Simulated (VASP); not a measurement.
# SrAg3 (Pm-3m) in VASP: further runs

The runs below take SrAg3 through single point, relaxation of cell and atoms, with PBE.

Everything below comes from runs of VASP 6.6.1. Logs are shortened: lines on timing, memory, paths and dates and some standing lists are left out, and cuts for length are marked.

## 1. The cell of the first run

It takes space group Pm-3m (No. 221, cubic). The conventional cell has a = 4.572 Å, b = 4.572 Å, c = 4.572 Å, α = 90.00°, β = 90.00°, γ = 90.00°. Sr (site symmetry m-3m) has 12 Ag at 3.23 Å within 4.3 Å. Within 4.3 Å of Ag (site symmetry 4/mmm) lie 4 Sr at 3.23 Å and 8 Ag at 3.23 Å.

## 2. Single point, PBE

The input, INCAR:

```
SYSTEM = SrAg3
  PREC = Accurate
  ENCUT = 520
  EDIFF = 1E-7
  ISMEAR = 0
  SIGMA = 0.1
  LREAL = .False.
  LASPH = .True.
  NELM = 80
  ALGO = Fast
  ISIF = 2
  LWAVE = .False.
  LCHARG = .False.
  GGA = PE
  NBANDS = 30
```

The input, KPOINTS:

```
Automatic mesh
0
Gamma
  10 10 10
  0 0 0
```

The input, POSCAR:

```
SrAg3
1.0
    4.5723394560      0.0000000000      0.0000000000
    0.0000000000      4.5723394560      0.0000000000
    0.0000000000      0.0000000000      4.5723394560
Sr Ag
1 3
Direct
    0.0000000000      0.0000000000      0.0000000000
    0.0000000000      0.5000000000      0.5000000000
    0.5000000000      0.0000000000      0.5000000000
    0.5000000000      0.5000000000      0.0000000000
```

Potentials or basis: VASP PAW PBE potentials, release 64 (Sr_sv, Ag).

Run with:

```console
$ cat potpaw_PBE.64/Sr_sv/POTCAR potpaw_PBE.64/Ag/POTCAR > POTCAR
$ mpirun -np 1 vasp_std > vasp.out
```

OUTCAR:

```text
SYSTEM = SrAg3
   PREC = Accurate
   ENCUT = 520
   EDIFF = 1E-7
   ISMEAR = 0
   LREAL = .False.
   LASPH = .True.
   NELM = 80
   ISIF = 2
   GGA = PE

 ion  position               nearest neighbor table
   1  0.000  0.000  0.000-   2 3.23   3 3.23   4 3.23   2 3.23   3 3.23   2 3.23   4 3.23   2 3.23
                             3 3.23   4 3.23   3 3.23   4 3.23
   2  0.000  0.500  0.500-   1 3.23   3 3.23   4 3.23   1 3.23   4 3.23   1 3.23   3 3.23   1 3.23
                             3 3.23   4 3.23   4 3.23   3 3.23
   3  0.500  0.000  0.500-   1 3.23   2 3.23   4 3.23   1 3.23   4 3.23   2 3.23   4 3.23   4 3.23
                             1 3.23   2 3.23   1 3.23   2 3.23
   4  0.500  0.500  0.000-   1 3.23   2 3.23   3 3.23   2 3.23   3 3.23   1 3.23   3 3.23   3 3.23
                             1 3.23   2 3.23   2 3.23   1 3.23

  LATTYP: Found a simple cubic cell.
 ALAT       =     4.5723394560

  Lattice vectors:

 A1 = (   4.5723394560,   0.0000000000,   0.0000000000)
 A2 = (   0.0000000000,   4.5723394560,   0.0000000000)
 A3 = (   0.0000000000,   0.0000000000,   4.5723394560)

Analysis of symmetry for initial positions (statically):
=====================================================================
 Subroutine PRICEL returns:
 Original cell was already a primitive cell.

 Routine SETGRP: Setting up the symmetry group for a
 simple cubic supercell.

 Subroutine GETGRP returns: Found 48 space group operations
 (whereof 48 operations were pure point group operations)
 out of a pool of 48 trial point group operations.

The static configuration has the point symmetry O_h .

Analysis of symmetry for dynamics (positions and initial velocities):
=====================================================================
 Subroutine PRICEL returns:
 Original cell was already a primitive cell.

 Routine SETGRP: Setting up the symmetry group for a
 simple cubic supercell.

 Subroutine GETGRP returns: Found 48 space group operations
 (whereof 48 operations were pure point group operations)
 out of a pool of 48 trial point group operations.

The dynamic configuration has the point symmetry O_h .

 Subroutine INISYM returns: Found 48 space group operations
 (whereof 48 operations are pure point group operations),
 and found     1 'primitive' translations

----------------------------------------------------------------------------------------

                                     Primitive cell

  volume of cell :      95.5906

  direct lattice vectors                    reciprocal lattice vectors
     4.572339456  0.000000000  0.000000000     0.218706421  0.000000000  0.000000000
     0.000000000  4.572339456  0.000000000     0.000000000  0.218706421  0.000000000
     0.000000000  0.000000000  4.572339456     0.000000000  0.000000000  0.218706421

  length of vectors
     4.572339456  4.572339456  4.572339456     0.218706421  0.218706421  0.218706421

  position of ions in fractional coordinates (direct lattice)
     0.000000000  0.000000000  0.000000000
     0.000000000  0.500000000  0.500000000
     0.500000000  0.000000000  0.500000000
     0.500000000  0.500000000  0.000000000

  ion indices of the primitive-cell ions
   primitive index   ion index
                 1           1
                 2           2
                 3           3
                 4           4

----------------------------------------------------------------------------------------

 KPOINTS: Automatic mesh

Automatic generation of k-mesh.
 Grid dimensions read from file:
 generate k-points for:   10   10   10

 Generating k-lattice:

  Cartesian coordinates                     Fractional coordinates (reciprocal lattice)
     0.021870642  0.000000000  0.000000000     0.100000000  0.000000000  0.000000000
     0.000000000  0.021870642  0.000000000     0.000000000  0.100000000  0.000000000
     0.000000000  0.000000000  0.021870642     0.000000000  0.000000000  0.100000000

  Length of vectors
     0.021870642  0.021870642  0.021870642

  Shift w.r.t. Gamma in fractional coordinates (k-lattice)
     0.000000000  0.000000000  0.000000000

 Subroutine IBZKPT returns following result:
 ===========================================

 Found     56 irreducible k-points:

 Following reciprocal coordinates:
            Coordinates               Weight
  0.000000  0.000000  0.000000      1.000000
  0.100000  0.000000  0.000000      6.000000
  0.200000  0.000000  0.000000      6.000000
  0.300000  0.000000  0.000000      6.000000
  0.400000  0.000000  0.000000      6.000000
  0.500000  0.000000  0.000000      3.000000
[... 16 lines left out ...]
  0.200000  0.100000  0.100000     24.000000
  0.300000  0.100000  0.100000     24.000000
 [... further k-points ...]
   k-points           NKPTS =     56   k-points in BZ     NKDIM =     56   number of bands    NBANDS=     30
   number of dos      NEDOS =    301   number of ions     NIONS =      4
   total plane-waves  NPLWV =  46656
   dimension x,y,z NGX =    36 NGY =   36 NGZ =   36
   dimension x,y,z NGXF=    72 NGYF=   72 NGZF=   72
   ions per type =               1   3
   NGX,Y,Z   is equivalent  to a cutoff of  13.09, 13.09, 13.09 a.u.
   NGXF,Y,Z  is equivalent  to a cutoff of  26.18, 26.18, 26.18 a.u.
 SYSTEM =  SrAg3
   PREC   = accura    normal or accurate (medium, high low for compatibility)
   ISTART =      0    job   : 0-new  1-cont  2-samecut
   ICHARG =      2    charge: 1-file 2-atom 10-const
   ISPIN  =      1    spin polarized calculation?
   LNONCOLLINEAR =      F non collinear calculations
   LSORBIT =      F    spin-orbit coupling
   LASPH  =      T    aspherical Exc in radial PAW
   ENCUT  =  520.0 eV  38.22 Ry    6.18 a.u.   8.50  8.50  8.50*2*pi/ulx,y,z
   NELM   =     80;   NELMIN=  2; NELMDL= -5     # of ELM steps
   EDIFF  = 0.1E-06   stopping-criterion for ELM
   LREAL  =      F    real-space projection
   EDIFFG = 0.1E-05   stopping-criterion for IOM
   NSW    =      0    number of steps for IOM
   IBRION =     -1    ionic relax: 0-MD 1-quasi-New 2-CG
   NFREE  =      0    steps in history (QN), initial steepest desc. (CG)
   ISIF   =      2    stress and relaxation
   ISYM   =      2    0-nonsym 1-usesym 2-fastsym
   POTIM  = 0.5000    time-step for ionic-motion
   TEBEG  =    0.0;   TEEND  =   0.0 temperature during run
   PSTRESS=    0.0 pullay stress
   NELECT =      43.0000    total number of electrons
   NUPDOWN=      -1.0000    fix difference up-down
   EMIN   =  10.00;   EMAX   =-10.00  energy-range for DOS
   EFERMI =   0.00;   METHOD = LEGACY
   ISMEAR =     0;   SIGMA  =   0.10  broadening in eV -4-tet -1-fermi 0-gaus
   EFERMI_NEDOS =   21; number of points for ismear=-14 and -15
   IALGO  =     68    algorithm
   IMIX   =      4    mixing-type and parameters
     AMIX     =   0.40;   BMIX     =  1.00
     AMIX_MAG =   1.60;   BMIX_MAG =  1.00
  volume/ion in A,a.u.               =      23.90       161.27
  Fermi-wavevector in a.u.,A,eV,Ry     =   1.254371  2.370417 21.408026  1.573445
  Thomas-Fermi vector in A             =   2.388179
   LORBIT       =      0    0 simple, 1 ext, 2 COOP (PROOUT), +10 PAW based schemes
   GGA     = PE    functional components
   LHFCALC =     F    Hartree Fock is set to
   AEXX    =    0.0000 exact exchange contribution
   IVDW    =     0    specifies the selected vdW correction
   LEPSILON=     F    determine dielectric tensor
   LRPA    =     F    only Hartree local field effects (RPA)
 non-spin polarized calculation
 RMM-DIIS sequential band-by-band and
 Gauss-broadening in eV      SIGMA  =   0.10
  energy-cutoff  :      520.00
  volume of cell :       95.59
 maximum number of plane-waves:      2596
 NGX is ok and might be reduce to    36
   NGX = 17   NGY = 17   NGZ = 17

 number of electron      42.9999981 magnetization

 Free energy of the ion-electron system (eV)
  ---------------------------------------------------
  ext. energy  EPLUGINS =         0.00000000
  ---------------------------------------------------
  free energy    TOTEN  =        -9.94902337 eV

  energy without entropy =       -9.94065416  energy(sigma->0) =       -9.94483877

 E-fermi :   5.2229     XC(G=0): -10.3437

 val. band max:        5.2103461588   @ k =   0.5000   0.5000   0.3000
 cond. band min:       5.2304633046   @ k =   0.5000   0.4000   0.4000
 fundamental gap:      0.0201171458
 Fermi energy:         5.2228986351

 k-point     1 :       0.0000    0.0000    0.0000
  band No.  band energies     occupation
      1     -30.1501      2.00000
      2     -12.2098      2.00000
      3     -12.2098      2.00000
      4     -12.2098      2.00000
      5      -0.6737      2.00000
      6      -0.0336      2.00000
[... 22 lines left out ...]
     29      12.4258      0.00000
     30      12.7433      0.00000

 k-point     2 :       0.1000    0.0000    0.0000
  band No.  band energies     occupation
      1     -30.1498      2.00000
      2     -12.2186      2.00000
      3     -12.2101      2.00000
      4     -12.2101      2.00000
      5      -0.5826      2.00000
      6      -0.0077      2.00000
[... 22 lines left out ...]
     29      11.7469      0.00000
     30      12.6346      0.00000

 k-point     3 :       0.2000    0.0000    0.0000
  band No.  band energies     occupation
      1     -30.1491      2.00000
      2     -12.2415      2.00000
      3     -12.2110      2.00000
      4     -12.2110      2.00000
      5      -0.3204      2.00000
      6       0.0639      2.00000
[... 22 lines left out ...]
     29      10.6808      0.00000
     30      12.7645      0.00000

 k-point     4 :       0.3000    0.0000    0.0000
  band No.  band energies     occupation
      1     -30.1483      2.00000
      2     -12.2695      2.00000
      3     -12.2121      2.00000
      4     -12.2121      2.00000
      5       0.0386      2.00000
      6       0.1675      2.00000
[... 22 lines left out ...]
     29      10.2977      0.00000
     30      12.6969      0.00000

 k-point     5 :       0.4000    0.0000    0.0000
  band No.  band energies     occupation
      1     -30.1476      2.00000
      2     -12.2919      2.00000
      3     -12.2130      2.00000
      4     -12.2130      2.00000
      5       0.1922      2.00000
      6       0.2343      2.00000
[... 22 lines left out ...]
     29      10.5135      0.00000
     30      12.2974      0.00000
[... 526 lines left out ...]
     29      11.8576      0.00000
     30      12.0530      0.00000

 k-point    22 :       0.1000    0.1000    0.1000
  band No.  band energies     occupation
      1     -30.1493      2.00000
      2     -12.2225      2.00000
      3     -12.2171      2.00000
      4     -12.2171      2.00000
      5      -0.4099      2.00000
      6       0.0476      2.00000
[... 22 lines left out ...]
     29      12.1120      0.00000
     30      12.1120      0.00000

 k-point    23 :       0.2000    0.1000    0.1000
  band No.  band energies     occupation
      1     -30.1487      2.00000
      2     -12.2415      2.00000
      3     -12.2202      2.00000
      4     -12.2174      2.00000
      5      -0.1722      2.00000
      6       0.1065      2.00000
[... 22 lines left out ...]
     29      11.3694      0.00000
     30      12.6222      0.00000

 k-point    24 :       0.3000    0.1000    0.1000
  band No.  band energies     occupation
      1     -30.1478      2.00000
      2     -12.2678      2.00000
      3     -12.2210      2.00000
      4     -12.2178      2.00000
      5       0.1189      2.00000
      6       0.1975      2.00000
[... 22 lines left out ...]
     29      10.9597      0.00000
     30      12.4503      0.00000

 [... further k-points ...]

------------------------ aborting loop because EDIFF is reached ----------------------------------------

  FORCE on cell =-STRESS in cart. coord.  units (eV):
  Direction    XX          YY          ZZ          XY          YZ          ZX
  --------------------------------------------------------------------------------------
  -------------------------------------------------------------------------------------
  Total        0.0591539      0.0591539      0.0591539     -0.0000000     -0.0000000      0.0000000
  in kB        0.9914679      0.9914679      0.9914679     -0.0000000     -0.0000000      0.0000000
  external PRESSURE =       0.9914679 kB  Pullay stress =       0.0000000 kB

 VOLUME and BASIS-vectors are now :
 -----------------------------------------------------------------------------
  energy-cutoff  :      520.00
  volume of cell :       95.59
      direct lattice vectors                 reciprocal lattice vectors
     4.572339456  0.000000000  0.000000000     0.218706421  0.000000000  0.000000000
     0.000000000  4.572339456  0.000000000     0.000000000  0.218706421  0.000000000
     0.000000000  0.000000000  4.572339456     0.000000000  0.000000000  0.218706421

 POSITION                                       TOTAL-FORCE (eV/Angst)
 -----------------------------------------------------------------------------------
      0.00000      0.00000      0.00000         0.000000      0.000000      0.000000
      0.00000      2.28617      2.28617         0.000000      0.000000      0.000000
      2.28617      0.00000      2.28617         0.000000      0.000000      0.000000
      2.28617      2.28617      0.00000         0.000000      0.000000      0.000000
 -----------------------------------------------------------------------------------
    total drift:                                0.000000      0.000000      0.000000

  FREE ENERGIE OF THE ION-ELECTRON SYSTEM (eV)
  ---------------------------------------------------
  free  energy   TOTEN  =        -9.9490233722 eV

  energy  without entropy=       -9.9406541649  energy(sigma->0) =       -9.94483877
```

Run time: 3.6 min. Hardware: 1 thread of Oxide Virtual Turin-like, shared host; peak memory 0.27 GiB.

What came out:

```yaml
Free_energy: -9.9490 eV
Pressure: 0.1 GPa
Band_gap_on_the_k_mesh: zero (an odd number of electrons rules out a gap without spin polarisation)
```

(Part 1 of 2 ends here.)

The gap in the log of VASP goes by the Fermi energy; the results here count the filled bands.